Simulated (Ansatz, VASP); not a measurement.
# Two plane-wave programs on PbSe

```
Pb Se
1.0
     4.27948    0.00000    0.00000
    -2.13974    3.70614    0.00000
     0.00000    0.00000    6.05652
Pb Se
2 2
Direct
  0.00000 0.00000 0.50000
  0.33333 0.66667 0.00000
  0.66667 0.33333 0.32254
  0.66667 0.33333 0.67746
```

Alike in both runs: task relaxation of cell and atoms; functional PBE; k mesh 6 × 6 × 4; occupations gaussian, width 0.1 eV; no spin polarisation.

```csv
,VASP,Ansatz
version,VASP 6.6.1,Ansatz 0.2.0
potentials or method,"VASP PAW PBE potentials, release 64 (Pb_d, Se), cutoff 600 eV","scalar-relativistic, plane waves, PAW"
valence electrons in the cell,40,60
```

|  | VASP | Ansatz | Ansatz less VASP |
| --- | --- | --- | --- |
| gap on the k mesh at the Fermi level, each at its own relaxed structure (eV) | 0.18 | 0.20 | +0.024 |
| relaxed volume (Å³/atom) | 30.10 | 30.18 | +0.085 |
| relaxed cell length with the largest relative difference (Å) | 4.262 | 4.270 | +0.0076 |

VASP's potentials hold 40 valence electrons a cell and Ansatz's 60, so a difference there can come from the potentials and not from the codes.

Spin-orbit coupling is off throughout. Noted on VASP's run: the volume moved by over 15 % at a fixed basis, so the end points are rough.
